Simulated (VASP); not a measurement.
Set up this calculation in VASP 6.6.1, as the native input.

```yaml
Task: single point
Functional: r2SCAN
Dispersion: D3(BJ)
Potentials_or_basis: VASP PAW PBE potentials, release 64 (Al, N)
Cutoff: 520 eV
k_mesh: 17 × 17 × 17
Occupations: fermi-dirac, width 0.08 eV
Spin: no spin polarisation
Dipole_correction: no
Further_INCAR_settings: ALGO = Normal; EDIFF = 1e-07; NBANDS = 11
```

AlN (zincblende type):

```xyz
2
Lattice="0.0000 2.0437 2.0437 2.0437 0.0000 2.0437 2.0437 2.0437 0.0000" Properties=species:S:1:pos:R:3 pbc="T T T"
Al    0.0000    0.0000    0.0000
N     1.0219    1.0219    1.0219
```

These files were run (other wordings do the same):

POSCAR

```
AlN
1.0
    0.0000000000      2.0437021796      2.0437021796
    2.0437021796      0.0000000000      2.0437021796
    2.0437021796      2.0437021796      0.0000000000
Al N
1 1
Direct
    0.0000000000      0.0000000000      0.0000000000
    0.2500000000      0.2500000000      0.2500000000
```

INCAR.step1

```
PREC = Accurate ; ENCUT = 520
ISMEAR = -1 ; SIGMA = 0.08
LREAL = F ; LASPH = T
NELM = 80 ; NBANDS = 11
GGA = PE ; ALGO = Normal
EDIFF = 1E-4 ; LWAVE = T
LCHARG = F
```

INCAR.step2

```
PREC = Accurate ; ENCUT = 520
EDIFF = 1E-7 ; ISMEAR = -1
SIGMA = 0.08 ; LREAL = F
LASPH = T ; NELM = 80
ALGO = Normal ; ISIF = 2
LWAVE = F ; LCHARG = T
METAGGA = R2SCAN ; LMIXTAU = T
IVDW = 12 ; VDW_S6 = 1.0
VDW_S8 = 0.78981345 ; VDW_A1 = 0.49484001
VDW_A2 = 5.73083694 ; LELF = T
LVHAR = T ; NBANDS = 11
ISTART = 1
```

KPOINTS

```
regular mesh
0
Gamma
  17 17 17
```

Potentials or basis: VASP PAW PBE potentials, release 64 (Al, N).

Command:

```bash
$ cat potpaw_PBE.64/Al/POTCAR potpaw_PBE.64/N/POTCAR > POTCAR
$ cp INCAR.step1 INCAR
$ mpirun -np 1 vasp_std > vasp.out
$ cp INCAR.step2 INCAR
$ mpirun -np 1 vasp_std > vasp.out
```

Results of the run:

```json
{"Pressure": "59.0 GPa", "Band gap on the k mesh": "4.12 eV, indirect (least direct gap 6.11 eV)", "Dispersion energy per atom": "-0.155 eV"}
```

Caveat: three body term missing; the PAW data sets were made with another functional, which shifts forces and pressure a little.

Wall time 72 s on 1 thread of Intel(R) Xeon(R) Platinum 8488C (Sapphire Rapids), on a shared host, peak memory 0.17 GiB.
